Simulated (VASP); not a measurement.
Set up this calculation in VASP 6.6.1, as the native input.

```
Task                   : single point
Functional             : PBEsol
Dispersion             : D3(BJ)
Potentials or basis    : VASP PAW PBE potentials, release 64 (In_d, P)
Cutoff                 : 500 eV
k mesh                 : 10 × 10 × 10
Occupations            : gaussian, width 0.02 eV
Spin                   : no spin polarisation
Dipole correction      : no
Further INCAR settings : ALGO = Normal; EDIFF = 1e-06; NBANDS = 16
```

The structure of InP lies in POSCAR:

```
InP
1.0
    0.0000000000      2.9390910365      2.9390910365
    2.9390910365      0.0000000000      2.9390910365
    2.9390910365      2.9390910365      0.0000000000
In P
1 1
Direct
    0.0000000000      0.0000000000      0.0000000000
    0.7500000000      0.7500000000      0.7500000000
```

These files were run (other wordings do the same):

INCAR

```
SYSTEM = InP
PREC = Accurate
ENCUT = 500
EDIFF = 1E-6
ISMEAR = 0
SIGMA = 0.02
LREAL = .FALSE.
LASPH = .TRUE.
NELM = 120
ALGO = Normal
ISIF = 2
LWAVE = .FALSE.
LCHARG = .FALSE.
GGA = PS
IVDW = 12
NBANDS = 16
GGA_COMPAT = .FALSE.
```

KPOINTS

```
regular mesh
0
G
  10 10 10
  0 0 0
```

Potentials or basis: VASP PAW PBE potentials, release 64 (In_d, P).

Run with:

```sh
$ cat potpaw_PBE.64/In_d/POTCAR potpaw_PBE.64/P/POTCAR > POTCAR
$ mpirun -np 1 vasp_std > vasp.out
```

Results of the run:

The pressure is -1.9 GPa, the band gap on the k mesh is 0.57 eV, direct and the dispersion energy per atom is -0.296 eV.

Caveat: the PAW data sets were made with another functional, which shifts forces and pressure a little; spin-orbit coupling is left out, which moves the levels of the heavy elements.

It took 42 s on 1 thread of AMD EPYC 7R13, with other jobs on the host, peak memory 0.17 GiB.
